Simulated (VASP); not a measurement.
A run of VASP 6.6.1 is set up as follows.

File INCAR:

```
PREC     = Accurate       # precision mode
ENCUT    = 520            # plane-wave cutoff, eV
EDIFF    = 1E-6           # SCF threshold, eV
ISMEAR   = -1             # smearing method
SIGMA    = 0.05           # smearing width, eV
LREAL    = Auto         
LASPH    = True           # aspherical terms in the spheres
NELM     = 150            # most SCF steps
ALGO     = Normal         # electronic algorithm
ISIF     = 2              # what is computed and relaxed
LWAVE    = False          # write WAVECAR
LCHARG   = False          # write CHGCAR
ISPIN    = 2              # spin polarisation
MAGMOM   = 0 0 0 0 0 0 0 0 0 0 0 0 0 0 0 0 0 # initial moments
LORBIT   = 11             # projections on sites
GGA      = PE             # functional
IVDW     = 12             # dispersion correction
NBANDS   = 53             # bands
```

File KPOINTS:

```
Automatic mesh
0
Gamma
  2 2 2
```

Contents of POSCAR:

```
Si16O
1.0
    0.0000000000      5.4300000000      5.4300000000
    5.4300000000      0.0000000000      5.4300000000
    5.4300000000      5.4300000000      0.0000000000
Si O
16 1
Direct
   -0.0009116022     -0.0572099448      0.0290883978
    0.1423388582      0.0581215470      0.1322099448
   -0.0036372007      0.0877808471      0.4889963168
    0.1737384899      0.1606813996      0.6161510129
    0.0060681400      0.4261786372      0.0313351750
    0.1734438306      0.5893738490      0.0727440147
    0.0381491713      0.5337845304      0.4454419890
    0.0415469613      0.7232228361      0.6307366483
    0.5288674033     -0.0780755064      0.0436924494
    0.6416482505      0.1163627993      0.0963075506
    0.5325230203      0.0020626151      0.4643830571
    0.6297053407      0.1457274401      0.6899079190
    0.5682412523      0.4911878453     -0.0816850829
    0.6411786372      0.5425046041      0.1446040516
    0.4158471455      0.4962154696      0.5455340700
    0.6486095764      0.6323664825      0.5320902394
    0.6997697974      0.9882965009      0.5400276243
```

Potentials or basis: VASP PAW PBE potentials, release 64 (Si, O).

Launch:

```bash
$ cat potpaw_PBE.64/Si/POTCAR potpaw_PBE.64/O/POTCAR > POTCAR
$ mpirun -np 1 vasp_std > vasp.out
```

(1) What does it give for the pressure?

(2) Predict the band gap on the k mesh.

(3) Predict the net moment.

Answers

(1) -0.9 GPa.

(2) 0.25 eV.

(3) 0.00 μB per cell.

Caveat: the k points lie up to 0.50 Å⁻¹ apart.
